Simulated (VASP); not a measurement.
# Ta (Pm-3m) in VASP: notebook

Runs on Ta. Level: PBE. Tasks: single point, relaxation of cell and atoms.

Program: VASP 6.6.1. These are calculated values, not measurements. Logs are shortened: lines on timing, memory, paths and dates and some standing lists are left out, and cuts for length are marked.

### Step 1. The cell of the first run

The structure is cubic, space group Pm-3m (No. 221). Conventional cell: a = 2.409 Å, b = 2.409 Å, c = 2.409 Å, α = 90.00°, β = 90.00°, γ = 90.00°. Within 3.2 Å of Ta (site symmetry m-3m) lie 6 Ta at 2.41 Å.

This isn't the form of Ta at room conditions, which is bcc.

### Step 2. Single point, PBE

The input, INCAR:

```
SYSTEM = Ta
PREC = Accurate ; ENCUT = 520
EDIFF = 1E-7 ; ISMEAR = -1
SIGMA = 0.1 ; LREAL = .FALSE.
LASPH = .TRUE. ; NELM = 100
ALGO = Normal ; ISIF = 2
LWAVE = .FALSE. ; LCHARG = .FALSE.
GGA = PE ; NBANDS = 12
```

The input, KPOINTS:

```
regular mesh
0
G
  16 16 16
  0 0 0
```

The input, POSCAR:

```
Ta
1.0
    2.4091118975      0.0000000000      0.0000000000
    0.0000000000      2.4091118975      0.0000000000
    0.0000000000      0.0000000000      2.4091118975
Ta
1
Direct
    0.0000000000      0.0000000000      0.0000000000
```

Potentials or basis: VASP PAW PBE potentials, release 64 (Ta_pv).

Run with:

```bash
$ cat potpaw_PBE.64/Ta_pv/POTCAR > POTCAR
$ mpirun -np 1 vasp_std > vasp.out
```

OUTCAR:

```text
SYSTEM = Ta
   PREC = Accurate
   ENCUT = 520
   EDIFF = 1E-7
   ISMEAR = -1
   LREAL = .FALSE.
   LASPH = .TRUE.
   NELM = 100
   ISIF = 2
   GGA = PE

 ion  position               nearest neighbor table
   1  0.000  0.000  0.000-

  LATTYP: Found a simple cubic cell.
 ALAT       =     2.4091118975

  Lattice vectors:

 A1 = (   2.4091118975,   0.0000000000,   0.0000000000)
 A2 = (   0.0000000000,   2.4091118975,   0.0000000000)
 A3 = (   0.0000000000,   0.0000000000,   2.4091118975)

Analysis of symmetry for initial positions (statically):
=====================================================================
 Subroutine PRICEL returns:
 Original cell was already a primitive cell.

 Routine SETGRP: Setting up the symmetry group for a
 simple cubic supercell.

 Subroutine GETGRP returns: Found 48 space group operations
 (whereof 48 operations were pure point group operations)
 out of a pool of 48 trial point group operations.

The static configuration has the point symmetry O_h .

Analysis of symmetry for dynamics (positions and initial velocities):
=====================================================================
 Subroutine PRICEL returns:
 Original cell was already a primitive cell.

 Routine SETGRP: Setting up the symmetry group for a
 simple cubic supercell.

 Subroutine GETGRP returns: Found 48 space group operations
 (whereof 48 operations were pure point group operations)
 out of a pool of 48 trial point group operations.

The dynamic configuration has the point symmetry O_h .

 Subroutine INISYM returns: Found 48 space group operations
 (whereof 48 operations are pure point group operations),
 and found     1 'primitive' translations

----------------------------------------------------------------------------------------

                                     Primitive cell

  volume of cell :      13.9821

  direct lattice vectors                    reciprocal lattice vectors
     2.409111897  0.000000000  0.000000000     0.415090723  0.000000000  0.000000000
     0.000000000  2.409111897  0.000000000     0.000000000  0.415090723  0.000000000
     0.000000000  0.000000000  2.409111897     0.000000000  0.000000000  0.415090723

  length of vectors
     2.409111897  2.409111897  2.409111897     0.415090723  0.415090723  0.415090723

  position of ions in fractional coordinates (direct lattice)
     0.000000000  0.000000000  0.000000000

  ion indices of the primitive-cell ions
   primitive index   ion index
                 1           1

----------------------------------------------------------------------------------------

 KPOINTS: regular mesh

Automatic generation of k-mesh.
 Grid dimensions read from file:
 generate k-points for:   16   16   16

 Generating k-lattice:

  Cartesian coordinates                     Fractional coordinates (reciprocal lattice)
     0.025943170  0.000000000  0.000000000     0.062500000  0.000000000  0.000000000
     0.000000000  0.025943170  0.000000000     0.000000000  0.062500000  0.000000000
     0.000000000  0.000000000  0.025943170     0.000000000  0.000000000  0.062500000

  Length of vectors
     0.025943170  0.025943170  0.025943170

  Shift w.r.t. Gamma in fractional coordinates (k-lattice)
     0.000000000  0.000000000  0.000000000

 Subroutine IBZKPT returns following result:
 ===========================================

 Found    165 irreducible k-points:

 Following reciprocal coordinates:
            Coordinates               Weight
  0.000000  0.000000  0.000000      1.000000
  0.062500  0.000000  0.000000      6.000000
  0.125000  0.000000  0.000000      6.000000
  0.187500  0.000000  0.000000      6.000000
  0.250000  0.000000  0.000000      6.000000
  0.312500  0.000000  0.000000      6.000000
[... 16 lines left out ...]
  0.437500  0.125000  0.000000     24.000000
  0.500000  0.125000  0.000000     12.000000
 [... further k-points ...]
   k-points           NKPTS =    165   k-points in BZ     NKDIM =    165   number of bands    NBANDS=     12
   number of dos      NEDOS =    301   number of ions     NIONS =      1
   total plane-waves  NPLWV =   5832
   dimension x,y,z NGX =    18 NGY =   18 NGZ =   18
   dimension x,y,z NGXF=    36 NGYF=   36 NGZF=   36
   ions per type =               1
   NGX,Y,Z   is equivalent  to a cutoff of  12.42, 12.42, 12.42 a.u.
   NGXF,Y,Z  is equivalent  to a cutoff of  24.84, 24.84, 24.84 a.u.
 SYSTEM =  Ta
   PREC   = accura    normal or accurate (medium, high low for compatibility)
   ISTART =      0    job   : 0-new  1-cont  2-samecut
   ICHARG =      2    charge: 1-file 2-atom 10-const
   ISPIN  =      1    spin polarized calculation?
   LNONCOLLINEAR =      F non collinear calculations
   LSORBIT =      F    spin-orbit coupling
   LASPH  =      T    aspherical Exc in radial PAW
   ENCUT  =  520.0 eV  38.22 Ry    6.18 a.u.   4.48  4.48  4.48*2*pi/ulx,y,z
   NELM   =    100;   NELMIN=  2; NELMDL= -5     # of ELM steps
   EDIFF  = 0.1E-06   stopping-criterion for ELM
   LREAL  =      F    real-space projection
   EDIFFG = 0.1E-05   stopping-criterion for IOM
   NSW    =      0    number of steps for IOM
   IBRION =     -1    ionic relax: 0-MD 1-quasi-New 2-CG
   NFREE  =      0    steps in history (QN), initial steepest desc. (CG)
   ISIF   =      2    stress and relaxation
   ISYM   =      2    0-nonsym 1-usesym 2-fastsym
   POTIM  = 0.5000    time-step for ionic-motion
   TEBEG  =    0.0;   TEEND  =   0.0 temperature during run
   PSTRESS=    0.0 pullay stress
   NELECT =      11.0000    total number of electrons
   NUPDOWN=      -1.0000    fix difference up-down
   EMIN   =  10.00;   EMAX   =-10.00  energy-range for DOS
   EFERMI =   0.00;   METHOD = LEGACY
   ISMEAR =    -1;   SIGMA  =   0.10  broadening in eV -4-tet -1-fermi 0-gaus
   EFERMI_NEDOS =   21; number of points for ismear=-14 and -15
   IALGO  =     38    algorithm
   IMIX   =      4    mixing-type and parameters
     AMIX     =   0.40;   BMIX     =  1.00
     AMIX_MAG =   1.60;   BMIX_MAG =  1.00
  volume/ion in A,a.u.               =      13.98        94.36
  Fermi-wavevector in a.u.,A,eV,Ry     =   1.511293  2.855930 31.075807  2.284007
  Thomas-Fermi vector in A             =   2.621370
   LORBIT       =      0    0 simple, 1 ext, 2 COOP (PROOUT), +10 PAW based schemes
   GGA     = PE    functional components
   LHFCALC =     F    Hartree Fock is set to
   AEXX    =    0.0000 exact exchange contribution
   IVDW    =     0    specifies the selected vdW correction
   LEPSILON=     F    determine dielectric tensor
   LRPA    =     F    only Hartree local field effects (RPA)
 non-spin polarized calculation
  energy-cutoff  :      520.00
  volume of cell :       13.98
 maximum number of plane-waves:       389
 NGX is ok and might be reduce to    18
   NGX =  9   NGY =  9   NGZ =  9

 number of electron      10.9999997 magnetization

 Free energy of the ion-electron system (eV)
  ---------------------------------------------------
  ext. energy  EPLUGINS =         0.00000000
  ---------------------------------------------------
  free energy    TOTEN  =        -8.86864012 eV

  energy without entropy =       -8.83564452  energy(sigma->0) =       -8.85214232

 E-fermi :   7.8970     XC(G=0): -13.8547

 val. band max:        7.8470912968   @ k =   0.5000   0.4375   0.1875
 cond. band min:       7.9125827294   @ k =   0.5000   0.0625   0.0000
 fundamental gap:      0.0654914326
 Fermi energy:         7.8970145087

 k-point     1 :       0.0000    0.0000    0.0000
  band No.  band energies     occupation
      1     -24.3325      2.00000
      2     -24.3325      2.00000
      3     -24.3325      2.00000
      4      -0.7232      2.00000
      5       3.3966      2.00000
      6       3.3966      2.00000
      7      17.3099      0.00000
      8      17.3099      0.00000
      9      17.3099      0.00000
     10      23.1569      0.00000
     11      26.7731      0.00000
     12      26.7731      0.00000

 k-point     2 :       0.0625    0.0000    0.0000
  band No.  band energies     occupation
      1     -24.4939      2.00000
      2     -24.3194      2.00000
      3     -24.3194      2.00000
      4      -0.5336      2.00000
      5       3.4475      2.00000
      6       3.6437      2.00000
      7      16.8774      0.00000
      8      16.8774      0.00000
      9      17.3375      0.00000
     10      23.1550      0.00000
     11      25.9081      0.00000
     12      27.2394      0.00000

 k-point     3 :       0.1250    0.0000    0.0000
  band No.  band energies     occupation
      1     -24.9369      2.00000
      2     -24.2818      2.00000
      3     -24.2818      2.00000
      4      -0.0335      2.00000
      5       3.5953      2.00000
      6       4.3853      2.00000
      7      15.8262      0.00000
      8      15.8262      0.00000
      9      17.4167      0.00000
     10      23.1404      0.00000
     11      24.1777      0.00000
     12      28.3779      0.00000

 k-point     4 :       0.1875    0.0000    0.0000
  band No.  band energies     occupation
      1     -25.5594      2.00000
      2     -24.2252      2.00000
      3     -24.2252      2.00000
      4       0.6383      2.00000
      5       3.8254      2.00000
      6       5.5641      2.00000
      7      14.5557      0.00000
      8      14.5557      0.00000
      9      17.5373      0.00000
     10      22.3912      0.00000
     11      23.1946      0.00000
     12      29.5261      0.00000

 k-point     5 :       0.2500    0.0000    0.0000
  band No.  band energies     occupation
      1     -26.2415      2.00000
      2     -24.1576      2.00000
      3     -24.1576      2.00000
      4       1.3811      2.00000
      5       4.1119      2.00000
      6       6.9554      1.99984
      7      13.3239      0.00000
      8      13.3239      0.00000
      9      17.6827      0.00000
     10      21.1386      0.00000
     11      23.1756      0.00000
     12      27.5227      0.00000

 k-point     6 :       0.3125    0.0000    0.0000
  band No.  band energies     occupation
      1     -26.8770      2.00000
      2     -24.0892      2.00000
      3     -24.0892      2.00000
      4       2.1455      2.00000
      5       4.4172      2.00000
      6       8.1455      0.15387
      7      12.2704      0.00000
      8      12.2704      0.00000
      9      17.8320      0.00000
     10      20.7221      0.00000
     11      23.1735      0.00000
     12      25.8683      0.00000

 k-point     7 :       0.3750    0.0000    0.0000
  band No.  band energies     occupation
      1     -27.3850      2.00000
      2     -24.0304      2.00000
      3     -24.0304      2.00000
      4       2.8738      2.00000
      5       4.6934      2.00000
      6       8.7477      0.00040
      7      11.4734      0.00000
      8      11.4734      0.00000
      9      17.9616      0.00000
     10      21.4222      0.00000
     11      23.1779      0.00000
     12      24.6228      0.00000

 k-point     8 :       0.4375    0.0000    0.0000
  band No.  band energies     occupation
      1     -27.7107      2.00000
      2     -23.9908      2.00000
      3     -23.9908      2.00000
      4       3.4462      2.00000
      5       4.8880      2.00000
      6       8.8140      0.00021
      7      10.9788      0.00000
      8      10.9788      0.00000
      9      18.0500      0.00000
     10      22.8446      0.00000
     11      23.2473      0.00000
     12      23.8445      0.00000
[... 166 lines left out ...]
 k-point    20 :       0.2500    0.1250    0.0000
  band No.  band energies     occupation
      1     -26.1749      2.00000
      2     -24.7376      2.00000
      3     -24.1086      2.00000
      4       2.0422      2.00000
      5       4.8722      2.00000
      6       7.1345      1.99902
      7      11.9827      0.00000
      8      13.4613      0.00000
      9      16.3887      0.00000
     10      22.3444      0.00000
     11      23.1876      0.00000
     12      27.7757      0.00000

 k-point    21 :       0.3125    0.1250    0.0000
  band No.  band energies     occupation
      1     -26.8049      2.00000
      2     -24.6613      2.00000
      3     -24.0408      2.00000
      4       2.7704      2.00000
      5       5.1912      2.00000
      6       7.7497      1.62721
      7      11.7464      0.00000
      8      12.4314      0.00000
      9      16.5616      0.00000
     10      21.5971      0.00000
     11      23.1753      0.00000
     12      27.2797      0.00000

 k-point    22 :       0.3750    0.1250    0.0000
  band No.  band energies     occupation
      1     -27.3089      2.00000
      2     -24.5954      2.00000
      3     -23.9826      2.00000
      4       3.4806      2.00000
      5       5.4982      2.00000
      6       7.4587      1.97533
      7      11.6464      0.00000
      8      12.1440      0.00000
      9      16.7177      0.00000
     10      21.8427      0.00000
     11      23.1780      0.00000
     12      26.1816      0.00000

 k-point    23 :       0.4375    0.1250    0.0000
  band No.  band energies     occupation
      1     -27.6322      2.00000
      2     -24.5510      2.00000
      3     -23.9434      2.00000
      4       4.0774      2.00000
      5       5.7877      2.00000
      6       6.8521      1.99994
      7      11.1575      0.00000
      8      12.4210      0.00000
      9      16.8257      0.00000
     10      22.8758      0.00000
     11      23.2374      0.00000
     12      25.4498      0.00000

 k-point    24 :       0.5000    0.1250    0.0000
  band No.  band energies     occupation
      1     -27.7434      2.00000
      2     -24.5353      2.00000
      3     -23.9295      2.00000
      4       4.3367      2.00000
      5       6.0171      2.00000
      6       6.4456      2.00000
      7      10.9918      0.00000
      8      12.4795      0.00000
      9      16.8644      0.00000
     10      23.1228      0.00000
     11      23.7354      0.00000
     12      25.1650      0.00000

 [... further k-points ...]
[... 5 lines left out ...]
  --------------------------------------------------------------------------------------
  -------------------------------------------------------------------------------------
  Total       10.6427560     10.6427560     10.6427560     -0.0000000     -0.0000000      0.0000000
  in kB     1219.5335998   1219.5335998   1219.5335998     -0.0000000     -0.0000000      0.0000000
  external PRESSURE =    1219.5335998 kB  Pullay stress =       0.0000000 kB

 VOLUME and BASIS-vectors are now :
 -----------------------------------------------------------------------------
  energy-cutoff  :      520.00
  volume of cell :       13.98
      direct lattice vectors                 reciprocal lattice vectors
     2.409111897  0.000000000  0.000000000     0.415090723  0.000000000  0.000000000
     0.000000000  2.409111897  0.000000000     0.000000000  0.415090723  0.000000000
     0.000000000  0.000000000  2.409111897     0.000000000  0.000000000  0.415090723

 POSITION                                       TOTAL-FORCE (eV/Angst)
 -----------------------------------------------------------------------------------
      0.00000      0.00000      0.00000         0.000000      0.000000      0.000000
 -----------------------------------------------------------------------------------
    total drift:                               -0.000000      0.000000      0.000000

  FREE ENERGIE OF THE ION-ELECTRON SYSTEM (eV)
  ---------------------------------------------------
  free  energy   TOTEN  =        -8.8686401247 eV

  energy  without entropy=       -8.8356445194  energy(sigma->0) =       -8.85214232
```

Run time: 22 s. Hardware: 1 thread of Intel Xeon 8259CL, shared host; peak memory 0.14 GiB.

What came out:

```
Free energy            : -8.8686 eV
Pressure               : 122.0 GPa
Band gap on the k mesh : zero (an odd number of electrons rules out a gap without spin polarisation)
```

Caveat: the cell stands under pressure; spin-orbit coupling is left out, which moves the levels of the heavy elements.

### Step 3. Single point, PBE

This run uses another cell than the first one, of 13.94 Å³/atom.

The input, INCAR:

```
SYSTEM = Ta
ALGO = Normal
EDIFF = 1E-6
ENCUT = 520
GGA = PE
ISIF = 2
ISMEAR = -1
LASPH = .True.
LCHARG = .False.
LREAL = .False.
LWAVE = .False.
NBANDS = 12
NELM = 100
PREC = Accurate
SIGMA = 0.1
```

The input, KPOINTS:

```
k-points
0
Gamma
  16 16 16
  0 0 0
```

The input, POSCAR:

```
Ta
1.0
    2.4068522015      0.0000000000      0.0000000000
    0.0000000000      2.4068522015      0.0000000000
    0.0000000000      0.0000000000      2.4068522015
Ta
1
Direct
    0.0000000000      0.0000000000      0.0000000000
```

Potentials or basis: VASP PAW PBE potentials, release 64 (Ta_pv).

Run with:

```bash
$ cat potpaw_PBE.64/Ta_pv/POTCAR > POTCAR
$ mpirun -np 1 vasp_std > vasp.out
```

Run time: 24 s. Hardware: 1 thread of Intel Xeon 8259CL, shared host; peak memory 0.14 GiB.

Results (log left out):

```yaml
Free_energy: -8.8385 eV
Pressure: 123.5 GPa
Band_gap_on_the_k_mesh: zero (an odd number of electrons rules out a gap without spin polarisation)
```

Levels at points of the mesh, in eV from the Fermi level:
```tsv
k point	band 2	band 3	band 4	band 5	band 6	band 7	band 8	band 9	band 10	band 11
(0.00, 0.00, 0.00)	-32.22	-32.22	-8.63	-4.52	-4.52	9.44	9.44	9.44	15.26	18.91
(0.50, 0.00, 0.00)	-31.86	-31.86	-4.23	-2.95	0.87	2.91	2.91	10.21	15.23	15.69
(0.50, 0.50, 0.00)	-35.17	-31.53	-7.08	-1.62	4.31	4.31	8.15	8.15	13.84	15.25
(0.50, 0.50, 0.50)	-34.66	-34.66	-4.53	-4.53	-4.53	7.03	14.40	14.40	15.25	18.85
```

Caveat: the cell stands under pressure; spin-orbit coupling is left out, which moves the levels of the heavy elements.

### Step 4. Relaxation of cell and atoms, PBE, target pressure 120 GPa, at which the enthalpy is minimised

The input, INCAR:

```
PREC = Accurate
ENCUT = 600
EDIFF = 1E-7
ISMEAR = -1
SIGMA = 0.1
LREAL = F
LASPH = T
NELM = 60
ALGO = Normal
ISIF = 3
LWAVE = F
LCHARG = F
GGA = PE
IBRION = 2
NSW = 32
EDIFFG = -0.005
PSTRESS = 1200.0
```

The input, KPOINTS:

```
Automatic mesh
0
Gamma
  16 16 16
```

The input, POSCAR:

```
Ta
1.0
    2.4091118975      0.0000000000      0.0000000000
    0.0000000000      2.4091118975      0.0000000000
    0.0000000000      0.0000000000      2.4091118975
Ta
1
Direct
    0.0000000000      0.0000000000      0.0000000000
```

Run with:

```bash
$ cat potpaw_PBE.64/Ta_pv/POTCAR > POTCAR
$ mpirun -np 1 vasp_std > vasp.out
```

Wall time 42 s (1 thread of Intel Xeon 8259CL, shared host); peak memory 0.16 GiB.

It converged, with:

```
Free energy                                                : -8.9068 eV
Relaxed volume                                             : 14.03 Å³/atom
Relaxed cell                                               : a = 2.412 Å, b = 2.412 Å, c = 2.412 Å, α = 90.00°, β = 90.00°, γ = 90.00°
Space group after relaxing (to 0.1 Å)                      : Pm-3m (No. 221)
Energy change on relaxing (the run minimises the enthalpy) : -38.0 meV/atom
Ionic steps                                                : 3
Pressure after relaxing                                    : 120.0 GPa
Band gap on the k mesh                                     : zero (an odd number of electrons rules out a gap without spin polarisation)
```

The path:
| step | energy change (eV) | largest force (eV/Å) | pressure (GPa) | volume (Å³) |
| --- | --- | --- | --- | --- |
| 1 | 0.0000 | 0.0000 | 121.99 | 13.98 |
| 2 | -0.2541 | 0.0000 | 108.58 | 14.34 |
| 3 | -0.0380 | 0.0000 | 119.99 | 14.03 |

Final structure:
```
Ta
1.0
     2.41200    0.00000    0.00000
     0.00000    2.41200    0.00000
     0.00000    0.00000    2.41200
Ta
1
Direct
  0.00000 0.00000 0.00000
```

Levels at points of the mesh, in eV from the Fermi level:
```csv
k point,band 3,band 4,band 5,band 6,band 7,band 8,band 9
"(0.00, 0.00, 0.00)",-32.24,-8.61,-4.48,-4.48,9.38,9.38,9.38
"(0.50, 0.00, 0.00)",-31.89,-4.22,-2.92,0.85,2.91,2.91,10.15
"(0.50, 0.50, 0.00)",-31.56,-7.01,-1.61,4.30,4.30,8.09,8.09
"(0.50, 0.50, 0.50)",-34.63,-4.48,-4.48,-4.48,7.05,14.30,14.30
```

Caveat: the cell is relaxed towards a set pressure, so the run minimises the enthalpy, not the energy; spin-orbit coupling is left out, which moves the levels of the heavy elements.

(Part 1 of 2 ends here.)
